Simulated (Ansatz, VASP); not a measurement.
# Two plane-wave programs on KTaO3

Contents of POSCAR:

```
KTaO3
1.0
    3.8704271699      0.0000000000      0.0000000000
    0.0000000000      3.8704271699      0.0000000000
    0.0000000000      0.0000000000      3.8704271699
K Ta O
1 1 3
Direct
    0.0000000000      0.0000000000      0.0000000000
    0.5000000000      0.5000000000      0.5000000000
    0.5000000000      0.5000000000      0.0000000000
    0.5000000000      0.0000000000      0.5000000000
    0.0000000000      0.5000000000      0.5000000000
```

INCAR.step1

```
SYSTEM = KTaO3
PREC = Accurate
ENCUT = 660
ISMEAR = 0
SIGMA = 0.01
LREAL = .False.
LASPH = .True.
NELM = 120
NBANDS = 28
GGA = PE
ALGO = Normal
EDIFF = 1E-5
LWAVE = .True.
LCHARG = .False.
GGA_COMPAT = .False.
```

File INCAR.step2:

```
SYSTEM = KTaO3
PREC = Accurate
ENCUT = 660
EDIFF = 1E-6
ISMEAR = 0
SIGMA = 0.01
LREAL = .False.
LASPH = .True.
NELM = 120
ALGO = Normal
ISIF = 2
LWAVE = .False.
LCHARG = .True.
METAGGA = R2SCAN
LMIXTAU = .True.
LELF = .True.
LVHAR = .True.
NBANDS = 28
ISTART = 1
GGA_COMPAT = .False.
```

Contents of KPOINTS:

```
Automatic mesh
0
Gamma
  6 6 6
  0 0 0
```

Input for Ansatz:

```yaml
crystal:
  lattice:
    - [3.8704271699, 0.0, 0.0]
    - [0.0, 3.8704271699, 0.0]
    - [0.0, 0.0, 3.8704271699]
  atoms:
    - { symbol: K, position: [0.0, 0.0, 0.0] }
    - { symbol: Ta, position: [0.5, 0.5, 0.5] }
    - { symbol: O, position: [0.5, 0.5, 0.0] }
    - { symbol: O, position: [0.5, 0.0, 0.5] }
    - { symbol: O, position: [0.0, 0.5, 0.5] }
kpoints:
  mp_grid: { grid: [6, 6, 6] }
  band_path:
    path: [[0.0, 0.0, 0.0], [0.0, 0.5, 0.0], [0.5, 0.5, 0.0], [0.5, 0.5, 0.5]]
    npoints: 1
hamiltonian:
  xc: r2scan
scf:
  occupations: { method: fixed }
  n_extra_bands: 5
output:
  forces: true
  stress: true
  eigenvalues: true
  write_density: true
  write_potential: true
  elf: true
  volumetric_format: npy
```

Change from the starting cell: hydrostatic strain -3.0%.

Alike in both runs: task single point; functional r2SCAN; k mesh 6 × 6 × 6; no spin polarisation.

|  | VASP | Ansatz |
| --- | --- | --- |
| version | VASP 6.6.1 | Ansatz 0.2.0 |
| potentials or method | VASP PAW PBE potentials, release 64 (K_sv, Ta_sv_GW, O) | plane waves, PAW |
| plane-wave cutoff (eV) | 660 | 500 |
| occupations | gaussian, width 0.01 eV | fixed |
| valence electrons in the cell | 40 | 40 |

|  | VASP | Ansatz | Ansatz less VASP |
| --- | --- | --- | --- |
| gap on the k mesh at the Fermi level (eV) | 2.84 | 2.85 | +0.013 |
| pressure (GPa) | 23.8 | 23.4 | -0.40 |

VASP's potentials were made for PBE, not for r2SCAN.

Neither program's run includes spin-orbit coupling.
